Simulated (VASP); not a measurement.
# Ta2GeN4 (P2/m) in VASP: single point with PBE

Aim: the single point of Ta2GeN4 with PBE.

Everything below comes from runs of VASP 6.6.1. Logs are shortened: lines on timing, memory, paths and dates and some standing lists are left out, and cuts for length are marked.

## (1) The cell of the first run

It takes space group P2/m (No. 10, monoclinic). Conventional cell: a = 5.316 Å, b = 3.028 Å, c = 5.589 Å, α = 90.00°, β = 91.74°, γ = 90.00°. Within 2.7 Å of Ta (site symmetry 2/m) lie 6 N at 2.07 to 2.47 Å. Ta (site symmetry 2/m) has 6 N at 2.10 to 2.40 Å and 2 Ge at 2.66 Å within 2.8 Å. Within 2.9 Å of Ge (site symmetry 2/m) lie 6 N at 2.19 to 2.33 Å and 2 Ta at 2.66 Å. Within 2.8 Å of N (site symmetry m) lie 3 Ta at 2.10 to 2.47 Å and 2 Ge at 2.33 Å. N (site symmetry m) has 3 Ta at 2.07 to 2.40 Å and 1 Ge at 2.19 Å within 2.7 Å.

## (2) Single point, PBE

File INCAR:

```
SYSTEM = Ta2GeN4
PREC = Accurate ; ENCUT = 520
EDIFF = 1E-7 ; ISMEAR = 0
SIGMA = 0.1 ; LREAL = .False.
LASPH = .True. ; NELM = 80
ALGO = Normal ; ISIF = 2
LWAVE = .False. ; LCHARG = .False.
GGA = PE ; NBANDS = 37
```

File KPOINTS:

```
Automatic mesh
0
Gamma
  4 6 4
  0 0 0
```

File POSCAR:

```
Ta2GeN4
1.0
    5.3158456800      0.0000000000      0.0000000000
    0.0000000000      3.0281974600      0.0000000000
   -0.1693427500      0.0000000000      5.5861266400
Ta Ge N
2 1 4
Direct
    0.5000000000      0.5000000000      0.5000000000
    0.0000000000      0.0000000000      0.0000000000
    0.5000000000      0.0000000000      0.0000000000
    0.7909240100      0.5000000000      0.1628029900
    0.2090759900      0.5000000000      0.8371970100
    0.2950080000      0.0000000000      0.3347820000
    0.7049920000      0.0000000000      0.6652180000
```

Potentials or basis: VASP PAW PBE potentials, release 64 (Ta_pv, Ge_d, N).

The run is started by

```
> cat potpaw_PBE.64/Ta_pv/POTCAR potpaw_PBE.64/Ge_d/POTCAR potpaw_PBE.64/N/POTCAR > POTCAR
> mpirun -np 1 vasp_std > vasp.out
```

OUTCAR:

```text
SYSTEM = Ta2GeN4
   PREC = Accurate
   ENCUT = 520
   EDIFF = 1E-7
   ISMEAR = 0
   LREAL = .False.
   LASPH = .True.
   NELM = 80
   ISIF = 2
   GGA = PE

 ion  position               nearest neighbor table
   1  0.500  0.500  0.500-   6 2.07   7 2.07   6 2.07   7 2.07   4 2.47   5 2.47   3 3.18   3 3.18
                             3 3.18   3 3.18
   2  0.000  0.000  0.000-   4 2.10   5 2.10   4 2.10   5 2.10   6 2.40   7 2.40   3 2.66   3 2.66

   3  0.500  0.000  0.000-   6 2.19   7 2.19   4 2.33   5 2.33   4 2.33   5 2.33   2 2.66   2 2.66
                             1 3.18   1 3.18   1 3.18   1 3.18
   4  0.791  0.500  0.163-   2 2.10   2 2.10   3 2.33   3 2.33   1 2.47
   5  0.209  0.500  0.837-   2 2.10   2 2.10   3 2.33   3 2.33   1 2.47
   6  0.295  0.000  0.335-   1 2.07   1 2.07   3 2.19   2 2.40
   7  0.705  0.000  0.665-   1 2.07   1 2.07   3 2.19   2 2.40

  LATTYP: Found a simple monoclinic cell.
 ALAT       =     5.3158456800
 B/A-ratio  =     0.5696548851
 C/A-ratio  =     1.0513271433
 COS(beta)  =    -0.0303009585

  Lattice vectors:

 A1 = (   5.3158456800,   0.0000000000,   0.0000000000)
 A2 = (   0.0000000000,   3.0281974600,   0.0000000000)
 A3 = (  -0.1693427500,   0.0000000000,   5.5861266400)

Analysis of symmetry for initial positions (statically):
=====================================================================
 Subroutine PRICEL returns:
 Original cell was already a primitive cell.

 Routine SETGRP: Setting up the symmetry group for a
 simple monoclinic supercell.

 Subroutine GETGRP returns: Found  4 space group operations
 (whereof  4 operations were pure point group operations)
 out of a pool of  4 trial point group operations.

The static configuration has the point symmetry C_2h.

Analysis of symmetry for dynamics (positions and initial velocities):
=====================================================================
 Subroutine PRICEL returns:
 Original cell was already a primitive cell.

 Routine SETGRP: Setting up the symmetry group for a
 simple monoclinic supercell.

 Subroutine GETGRP returns: Found  4 space group operations
 (whereof  4 operations were pure point group operations)
 out of a pool of  4 trial point group operations.

The dynamic configuration has the point symmetry C_2h.

 Subroutine INISYM returns: Found  4 space group operations
 (whereof  4 operations are pure point group operations),
 and found     1 'primitive' translations

----------------------------------------------------------------------------------------

                                     Primitive cell

[... 106 lines left out ...]
   ISIF   =      2    stress and relaxation
   ISYM   =      2    0-nonsym 1-usesym 2-fastsym
   POTIM  = 0.5000    time-step for ionic-motion
   TEBEG  =    0.0;   TEEND  =   0.0 temperature during run
   PSTRESS=    0.0 pullay stress
   NELECT =      56.0000    total number of electrons
   NUPDOWN=      -1.0000    fix difference up-down
   EMIN   =  10.00;   EMAX   =-10.00  energy-range for DOS
   EFERMI =   0.00;   METHOD = LEGACY
   ISMEAR =     0;   SIGMA  =   0.10  broadening in eV -4-tet -1-fermi 0-gaus
   EFERMI_NEDOS =   21; number of points for ismear=-14 and -15
   IALGO  =     38    algorithm
   IMIX   =      4    mixing-type and parameters
     AMIX     =   0.40;   BMIX     =  1.00
     AMIX_MAG =   1.60;   BMIX_MAG =  1.00
  volume/ion in A,a.u.               =      12.85        86.69
  Fermi-wavevector in a.u.,A,eV,Ry     =   1.398025  2.641885 26.592247  1.954475
  Thomas-Fermi vector in A             =   2.521224
   LORBIT       =      0    0 simple, 1 ext, 2 COOP (PROOUT), +10 PAW based schemes
   GGA     = PE    functional components
   LHFCALC =     F    Hartree Fock is set to
   AEXX    =    0.0000 exact exchange contribution
   IVDW    =     0    specifies the selected vdW correction
   LEPSILON=     F    determine dielectric tensor
   LRPA    =     F    only Hartree local field effects (RPA)
 non-spin polarized calculation
 Gauss-broadening in eV      SIGMA  =   0.10
  energy-cutoff  :      520.00
  volume of cell :       89.92
 maximum number of plane-waves:      2438
   NGX = 19   NGY = 11   NGZ = 21

 number of electron      55.9999975 magnetization

 Free energy of the ion-electron system (eV)
  ---------------------------------------------------
  ext. energy  EPLUGINS =         0.00000000
  ---------------------------------------------------
  free energy    TOTEN  =       -62.44751490 eV

  energy without entropy =      -62.43727304  energy(sigma->0) =      -62.44239397

 E-fermi :   5.6286     XC(G=0): -11.4575

 val. band max:        5.6098669239   @ k =  -0.2500   0.3333   0.2500
 cond. band min:       5.6285817534   @ k =   0.0000   0.0000   0.5000
 fundamental gap:      0.0187148295
 Fermi energy:         5.6285780040

 k-point     1 :       0.0000    0.0000    0.0000
  band No.  band energies     occupation
      1     -30.2687      2.00000
      2     -30.1235      2.00000
      3     -30.0364      2.00000
      4     -29.9570      2.00000
      5     -29.8914      2.00000
      6     -29.7832      2.00000
[... 949 lines left out ...]
     36       9.5864      0.00000
     37      10.7981      0.00000

 [... further k-points ...]

------------------------ aborting loop because EDIFF is reached ----------------------------------------

  FORCE on cell =-STRESS in cart. coord.  units (eV):
  Direction    XX          YY          ZZ          XY          YZ          ZX
  --------------------------------------------------------------------------------------
  -------------------------------------------------------------------------------------
  Total       -4.9981016      4.2808870     -5.8537989      0.0000000      0.0000000      1.4385827
  in kB      -89.0529531     76.2740854   -104.2992163      0.0000000      0.0000000     25.6317405
  external PRESSURE =     -39.0260280 kB  Pullay stress =       0.0000000 kB

 VOLUME and BASIS-vectors are now :
 -----------------------------------------------------------------------------
  energy-cutoff  :      520.00
  volume of cell :       89.92
      direct lattice vectors                 reciprocal lattice vectors
     5.315845680  0.000000000  0.000000000     0.188116823  0.000000000  0.005702739
     0.000000000  3.028197460  0.000000000     0.000000000  0.330229456  0.000000000
    -0.169342750  0.000000000  5.586126640     0.000000000  0.000000000  0.179014918

 POSITION                                       TOTAL-FORCE (eV/Angst)
 -----------------------------------------------------------------------------------
      2.57325      1.51410      2.79306        -0.000000      0.000000      0.000000
      0.00000      0.00000      0.00000        -0.000000      0.000000      0.000000
      2.65792      0.00000      0.00000        -0.000000      0.000000      0.000000
      4.17686      1.51410      0.90944        -1.075605      0.000000      0.843391
      0.96964      1.51410      4.67669         1.075605      0.000000     -0.843391
      1.51152      0.00000      1.87013         0.082274      0.000000     -1.272352
      3.63498      0.00000      3.71599        -0.082274      0.000000      1.272352
 -----------------------------------------------------------------------------------
    total drift:                               -0.000000      0.000000     -0.000000

  FREE ENERGIE OF THE ION-ELECTRON SYSTEM (eV)
  ---------------------------------------------------
  free  energy   TOTEN  =       -62.4475149000 eV

  energy  without entropy=      -62.4372730396  energy(sigma->0) =      -62.44239397
```

stdout:

```text
POSCAR found type information on POSCAR TaGeN
 POSCAR found :  3 types and       7 ions
 scaLAPACK will be used
 LDA part: xc-table for (Slater+PW92), standard interpolation
 POSCAR, INCAR and KPOINTS ok, starting setup
 FFT: planning ... GRIDC
 FFT: planning ... GRID_SOFT
 FFT: planning ... GRID
 WAVECAR not read
 entering main loop
```

Wall time 2.2 min (1 thread of Intel Xeon Platinum 8375C at 2.90GHz (Ice Lake), shared host); peak memory 0.26 GiB.

Results:

```
Free energy            : -62.4475 eV
Pressure               : -3.9 GPa
Largest force          : 1.367 eV/Å
Band gap on the k mesh : zero (band 28 reaches 6.04 eV, above the bottom of band 29 at 5.10 eV)
```

Forces on the atoms (eV/Å):
```
Ta   0.000  0.000  0.000
Ta   0.000  0.000  0.000
Ge   0.000  0.000  0.000
N   -1.076  0.000  0.843
N    1.076  0.000 -0.843
N    0.082  0.000 -1.272
N   -0.082  0.000  1.272
```

Caveat: spin-orbit coupling is left out, which moves the levels of the heavy elements; forces of over 1 eV/Å act on the atoms, so gaps and moduli don't describe the material at rest.
